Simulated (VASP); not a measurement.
# Hf2Ge3Ru (P-4m2) in VASP: relaxation of cell and atoms with PBE

Aim: the relaxation of cell and atoms of Hf2Ge3Ru with PBE.

All numbers are computed with VASP 6.6.1; they aren't measurements. Logs are shortened: lines on timing, memory, paths and dates and some standing lists are left out, and cuts for length are marked.

**1. The cell of the first run**

The structure is tetragonal, space group P-4m2 (No. 115). Conventional cell: a = 3.522 Å, b = 3.522 Å, c = 8.944 Å, α = 90.00°, β = 90.00°, γ = 90.00°. Hf (site symmetry 2mm) has 7 Ge at 2.83 to 2.95 Å and 2 Ru at 2.83 Å and 4 Hf at 3.52 Å within 3.7 Å. Within 3.3 Å of Ge (site symmetry -4m2) lie 4 Ru at 2.49 Å and 4 Hf at 2.83 Å. Within 3.8 Å of Ge (site symmetry 2mm) lie 8 Ge at 2.85 to 3.52 Å and 5 Hf at 2.94 to 2.95 Å. Within 3.3 Å of Ru (site symmetry -4m2) lie 4 Ge at 2.49 Å and 4 Hf at 2.83 Å.

**2. Relaxation of cell and atoms, PBE**

Input file INCAR:

```
PREC     = Accurate       # precision mode
ENCUT    = 600            # plane-wave cutoff, eV
EDIFF    = 1E-7           # SCF threshold, eV
ISMEAR   = 0              # smearing method
SIGMA    = 0.1            # smearing width, eV
LREAL    = False          # projectors in reciprocal space
LASPH    = True           # aspherical terms in the spheres
NELM     = 60             # most SCF steps
ALGO     = Normal         # electronic algorithm
ISIF     = 3              # what is computed and relaxed
LWAVE    = False          # write WAVECAR
LCHARG   = False          # write CHGCAR
GGA      = PE             # functional
IBRION   = 2              # ionic algorithm
NSW      = 100            # ionic steps
EDIFFG   = -0.01          # ionic threshold
```

Input file KPOINTS:

```
regular mesh
0
Gamma
  10 10 4
```

Input file POSCAR:

```
Hf2Ge3Ru
1.0
    3.5216774155      0.0000000000      0.0000000000
    0.0000000000      3.5216774155      0.0000000000
    0.0000000000      0.0000000000      8.9441628807
Hf Ge Ru
2 3 1
Direct
    0.0000000000      0.5000000000      0.7529464630
    0.5000000000      0.0000000000      0.2470535370
    0.5000000000      0.5000000000      0.0000000000
    0.0000000000      0.5000000000      0.4227847863
    0.5000000000      0.0000000000      0.5772152137
    0.0000000000      0.0000000000      0.0000000000
```

Potentials or basis: VASP PAW PBE potentials, release 64 (Hf_pv, Ge_d, Ru_pv).

Run with:

```console
> cat potpaw_PBE.64/Hf_pv/POTCAR potpaw_PBE.64/Ge_d/POTCAR potpaw_PBE.64/Ru_pv/POTCAR > POTCAR
> mpirun -np 1 vasp_std > vasp.out
```

OUTCAR:

```text
PREC = Accurate
   ENCUT = 600
   EDIFF = 1E-7
   ISMEAR = 0
   LREAL = False
   LASPH = True
   NELM = 60
   ISIF = 3
   GGA = PE
   IBRION = 2
   NSW = 100
   EDIFFG = -0.01

 ion  position               nearest neighbor table
   1  0.000  0.500  0.753-   3 2.83   6 2.83   6 2.83   3 2.83   5 2.94   5 2.94   5 2.94   5 2.94
                             4 2.95
   2  0.500  0.000  0.247-   3 2.83   6 2.83   3 2.83   6 2.83   4 2.94   4 2.94   4 2.94   4 2.94
                             5 2.95
   3  0.500  0.500  0.000-   6 2.49   6 2.49   6 2.49   6 2.49   2 2.83   1 2.83   1 2.83   2 2.83

   4  0.000  0.500  0.423-   5 2.85   5 2.85   5 2.85   5 2.85   2 2.94   2 2.94   2 2.94   2 2.94
                             1 2.95
   5  0.500  0.000  0.577-   4 2.85   4 2.85   4 2.85   4 2.85   1 2.94   1 2.94   1 2.94   1 2.94
                             2 2.95
   6  0.000  0.000  0.000-   3 2.49   3 2.49   3 2.49   3 2.49   2 2.83   2 2.83   1 2.83   1 2.83

  LATTYP: Found a simple tetragonal cell.
 ALAT       =     3.5216774155
 C/A-ratio  =     2.5397450775

  Lattice vectors:

 A1 = (   3.5216774155,   0.0000000000,   0.0000000000)
 A2 = (   0.0000000000,   3.5216774155,   0.0000000000)
 A3 = (   0.0000000000,   0.0000000000,   8.9441628807)

Analysis of symmetry for initial positions (statically):
=====================================================================
 Subroutine PRICEL returns:
 Original cell was already a primitive cell.

 Routine SETGRP: Setting up the symmetry group for a
 simple tetragonal supercell.

 Subroutine GETGRP returns: Found  8 space group operations
 (whereof  8 operations were pure point group operations)
 out of a pool of 16 trial point group operations.

The static configuration has the point symmetry D_2d.

Analysis of symmetry for dynamics (positions and initial velocities):
=====================================================================
 Subroutine PRICEL returns:
 Original cell was already a primitive cell.

 Routine SETGRP: Setting up the symmetry group for a
 simple tetragonal supercell.

 Subroutine GETGRP returns: Found  8 space group operations
 (whereof  8 operations were pure point group operations)
 out of a pool of 16 trial point group operations.

The dynamic configuration has the point symmetry D_2d.

 Subroutine INISYM returns: Found  8 space group operations
 (whereof  8 operations are pure point group operations),
 and found     1 'primitive' translations

----------------------------------------------------------------------------------------

                                     Primitive cell

  volume of cell :     110.9274

  direct lattice vectors                    reciprocal lattice vectors
     3.521677416  0.000000000  0.000000000     0.283955593  0.000000000  0.000000000
     0.000000000  3.521677416  0.000000000     0.000000000  0.283955593  0.000000000
     0.000000000  0.000000000  8.944162881     0.000000000  0.000000000  0.111804762

  length of vectors
     3.521677416  3.521677416  8.944162881     0.283955593  0.283955593  0.111804762

  position of ions in fractional coordinates (direct lattice)
     0.000000000  0.500000000  0.752946463
     0.500000000  0.000000000  0.247053537
     0.500000000  0.500000000  0.000000000
     0.000000000  0.500000000  0.422784786
     0.500000000  0.000000000  0.577215214
     0.000000000  0.000000000  0.000000000

  ion indices of the primitive-cell ions
   primitive index   ion index
                 1           1
                 2           2
                 3           3
                 4           4
                 5           5
                 6           6

----------------------------------------------------------------------------------------

 KPOINTS: regular mesh

Automatic generation of k-mesh.
 Grid dimensions read from file:
 generate k-points for:   10   10    4

 Generating k-lattice:

  Cartesian coordinates                     Fractional coordinates (reciprocal lattice)
     0.028395559  0.000000000  0.000000000     0.100000000  0.000000000  0.000000000
     0.000000000  0.028395559  0.000000000     0.000000000  0.100000000  0.000000000
     0.000000000  0.000000000  0.027951190     0.000000000  0.000000000  0.250000000

  Length of vectors
     0.028395559  0.028395559  0.027951190

  Shift w.r.t. Gamma in fractional coordinates (k-lattice)
     0.000000000  0.000000000  0.000000000

 Subroutine IBZKPT returns following result:
 ===========================================

 Found     63 irreducible k-points:

 Following reciprocal coordinates:
            Coordinates               Weight
  0.000000  0.000000  0.000000      1.000000
  0.100000  0.000000  0.000000      4.000000
  0.200000  0.000000  0.000000      4.000000
  0.300000  0.000000  0.000000      4.000000
  0.400000  0.000000  0.000000      4.000000
  0.500000  0.000000  0.000000      2.000000
[... 16 lines left out ...]
  0.100000  0.000000  0.250000      8.000000
  0.200000  0.000000  0.250000      8.000000
 [... further k-points ...]
   k-points           NKPTS =     63   k-points in BZ     NKDIM =     63   number of bands    NBANDS=     45
   number of dos      NEDOS =    301   number of ions     NIONS =      6
   total plane-waves  NPLWV =  56448
   dimension x,y,z NGX =    28 NGY =   28 NGZ =   72
   dimension x,y,z NGXF=    56 NGYF=   56 NGZF=  144
   ions per type =               2   3   1
   NGX,Y,Z   is equivalent  to a cutoff of  13.22, 13.22, 13.38 a.u.
   NGXF,Y,Z  is equivalent  to a cutoff of  26.44, 26.44, 26.77 a.u.
 SYSTEM =  unknown system
   PREC   = accura    normal or accurate (medium, high low for compatibility)
   ISTART =      0    job   : 0-new  1-cont  2-samecut
   ICHARG =      2    charge: 1-file 2-atom 10-const
   ISPIN  =      1    spin polarized calculation?
   LNONCOLLINEAR =      F non collinear calculations
   LSORBIT =      F    spin-orbit coupling
   LASPH  =      T    aspherical Exc in radial PAW
   ENCUT  =  600.0 eV  44.10 Ry    6.64 a.u.   7.03  7.03 17.86*2*pi/ulx,y,z
   NELM   =     60;   NELMIN=  2; NELMDL= -5     # of ELM steps
   EDIFF  = 0.1E-06   stopping-criterion for ELM
   LREAL  =      F    real-space projection
   EDIFFG = -.1E-01   stopping-criterion for IOM
   NSW    =    100    number of steps for IOM
   IBRION =      2    ionic relax: 0-MD 1-quasi-New 2-CG
   NFREE  =      1    steps in history (QN), initial steepest desc. (CG)
   ISIF   =      3    stress and relaxation
   ISYM   =      2    0-nonsym 1-usesym 2-fastsym
   POTIM  = 0.5000    time-step for ionic-motion
   TEBEG  =    0.0;   TEEND  =   0.0 temperature during run
   PSTRESS=    0.0 pullay stress
   NELECT =      76.0000    total number of electrons
   NUPDOWN=      -1.0000    fix difference up-down
   EMIN   =  10.00;   EMAX   =-10.00  energy-range for DOS
   EFERMI =   0.00;   METHOD = LEGACY
   ISMEAR =     0;   SIGMA  =   0.10  broadening in eV -4-tet -1-fermi 0-gaus
   EFERMI_NEDOS =   21; number of points for ismear=-14 and -15
   IALGO  =     38    algorithm
   IMIX   =      4    mixing-type and parameters
     AMIX     =   0.40;   BMIX     =  1.00
     AMIX_MAG =   1.60;   BMIX_MAG =  1.00
  volume/ion in A,a.u.               =      18.49       124.76
  Fermi-wavevector in a.u.,A,eV,Ry     =   1.443222  2.727294 28.339428  2.082889
  Thomas-Fermi vector in A             =   2.561654
   LORBIT       =      0    0 simple, 1 ext, 2 COOP (PROOUT), +10 PAW based schemes
   GGA     = PE    functional components
   LHFCALC =     F    Hartree Fock is set to
   AEXX    =    0.0000 exact exchange contribution
   IVDW    =     0    specifies the selected vdW correction
   LEPSILON=     F    determine dielectric tensor
   LRPA    =     F    only Hartree local field effects (RPA)
 conjugate gradient relaxation of ions
 non-spin polarized calculation
 Gauss-broadening in eV      SIGMA  =   0.10
  energy-cutoff  :      600.00
  volume of cell :      110.93
 maximum number of plane-waves:      3740
   NGX = 15   NGY = 15   NGZ = 35

--------------------------------------- Ionic step        1  -------------------------------------------

 number of electron      75.9999967 magnetization

 Free energy of the ion-electron system (eV)
  ---------------------------------------------------
  ext. energy  EPLUGINS =         0.00000000
  ---------------------------------------------------
  free energy    TOTEN  =       -43.88809570 eV

  energy without entropy =      -43.86395338  energy(sigma->0) =      -43.87602454

------------------------ aborting loop because EDIFF is reached ----------------------------------------

  FORCE on cell =-STRESS in cart. coord.  units (eV):
  Direction    XX          YY          ZZ          XY          YZ          ZX
  --------------------------------------------------------------------------------------
  -------------------------------------------------------------------------------------
  Total        0.3402877      0.3402877     -0.8229506      0.0000000      0.0000000      0.0000000
  in kB        4.9149373      4.9149373    -11.8862681      0.0000000      0.0000000      0.0000000
  external PRESSURE =      -0.6854645 kB  Pullay stress =       0.0000000 kB
[... 265 lines left out ...]
  energy  without entropy=      -43.8712042709  energy(sigma->0) =      -43.88431376

--------------------------------------- Ionic step        8  -------------------------------------------

 number of electron      75.9999994 magnetization

 Free energy of the ion-electron system (eV)
  ---------------------------------------------------
  ext. energy  EPLUGINS =         0.00000000
  ---------------------------------------------------
  free energy    TOTEN  =       -43.89743753 eV

  energy without entropy =      -43.87127202  energy(sigma->0) =      -43.88435477

 E-fermi :   6.7578     XC(G=0): -11.7347

 val. band max:        6.7544507957   @ k =   0.1000   0.1000   0.0000
 cond. band min:       6.7581845376   @ k =   0.0000   0.0000   0.5000
 fundamental gap:      0.0037337419
 Fermi energy:         6.7577747696

 k-point     1 :       0.0000    0.0000    0.0000
  band No.  band energies     occupation
      1     -35.5544      2.00000
      2     -35.5544      2.00000
      3     -35.3130      2.00000
      4     -24.0020      2.00000
      5     -23.9820      2.00000
      6     -23.9500      2.00000
[... 1141 lines left out ...]
     44       9.6518      0.00000
     45       9.9033      0.00000

 [... further k-points ...]
[... 5 lines left out ...]
  --------------------------------------------------------------------------------------
  -------------------------------------------------------------------------------------
  Total       -0.0067062     -0.0067062      0.0097599      0.0000000      0.0000000      0.0000000
  in kB       -0.0966380     -0.0966380      0.1406436      0.0000000      0.0000000      0.0000000
  external PRESSURE =      -0.0175442 kB  Pullay stress =       0.0000000 kB
[... 21 lines left out ...]
  FREE ENERGIE OF THE ION-ELECTRON SYSTEM (eV)
  ---------------------------------------------------
  free  energy   TOTEN  =       -43.8974375274 eV

  energy  without entropy=      -43.8712720177  energy(sigma->0) =      -43.88435477

 reached required accuracy - stopping structural energy minimisation
```

It took 18 min on 1 thread of Intel Xeon 6975P-C (Granite Rapids), shared host; peak memory 0.49 GiB.

Results:

```
Free energy                            : -43.8974 eV
Relaxed volume                         : 18.53 Å³/atom
Relaxed cell                           : a = 3.545 Å, b = 3.545 Å, c = 8.848 Å, α = 90.00°, β = 90.00°, γ = 90.00°
Space group after relaxing (to 0.05 Å) : P-4m2 (No. 115)
Energy gained by relaxing              : 1.6 meV/atom
Ionic steps                            : 8
Pressure after relaxing                : 0.0 GPa
Band gap on the k mesh                 : zero (band 38 reaches 7.35 eV, above the bottom of band 39 at 6.17 eV)
```

Step by step:
```csv
step,energy change (eV),largest force (eV/Å),pressure (GPa),volume (Å³)
1,0.0000,0.1531,-0.07,110.93
2,-0.0070,0.0810,0.24,110.80
3,-0.0085,0.0268,0.49,110.70
4,-0.0083,0.0316,-0.58,111.69
5,-0.0093,0.0288,-0.01,111.17
6,-0.0093,0.0289,-0.03,111.17
7,-0.0093,0.0116,-0.02,111.18
8,-0.0093,0.0013,0.00,111.18
```

Final structure:
```
CELL_PARAMETERS angstrom
3.54476 0.00000 0.00000
0.00000 3.54476 0.00000
0.00000 0.00000 8.84840
ATOMIC_POSITIONS crystal
Hf 0.00000 0.50000 0.75489
Hf 0.50000 0.00000 0.24511
Ge 0.50000 0.50000 0.00000
Ge 0.00000 0.50000 0.42336
Ge 0.50000 0.00000 0.57664
Ru 0.00000 0.00000 0.00000
```

Levels at points of the mesh, in eV from the Fermi level:
| k point | band 34 | band 35 | band 36 | band 37 | band 38 | band 39 | band 40 | band 41 | band 42 | band 43 |
| --- | --- | --- | --- | --- | --- | --- | --- | --- | --- | --- |
| (0.00, 0.00, 0.00) | -1.57 | -0.94 | -0.94 | -0.58 | 0.38 | 0.50 | 0.53 | 0.53 | 2.33 | 2.57 |
| (0.50, 0.00, 0.00) | -1.82 | -1.06 | -0.74 | -0.17 | 0.54 | 0.80 | 1.44 | 1.80 | 2.43 | 2.54 |
| (0.50, 0.50, 0.00) | -1.99 | -1.98 | -1.03 | -0.79 | -0.79 | -0.26 | -0.17 | 0.65 | 1.10 | 1.92 |
| (0.00, 0.00, 0.50) | -1.31 | -0.58 | -0.58 | -0.32 | -0.03 | 0.00 | 0.00 | 0.13 | 2.03 | 3.16 |
| (0.50, 0.00, 0.50) | -1.79 | -1.06 | -0.90 | -0.59 | 0.53 | 0.65 | 1.44 | 1.63 | 2.18 | 3.31 |
| (0.50, 0.50, 0.50) | -2.11 | -1.71 | -0.78 | -0.78 | -0.64 | -0.58 | -0.54 | 0.95 | 1.12 | 1.71 |

Caveat: spin-orbit coupling is left out, which moves the levels of the heavy elements.
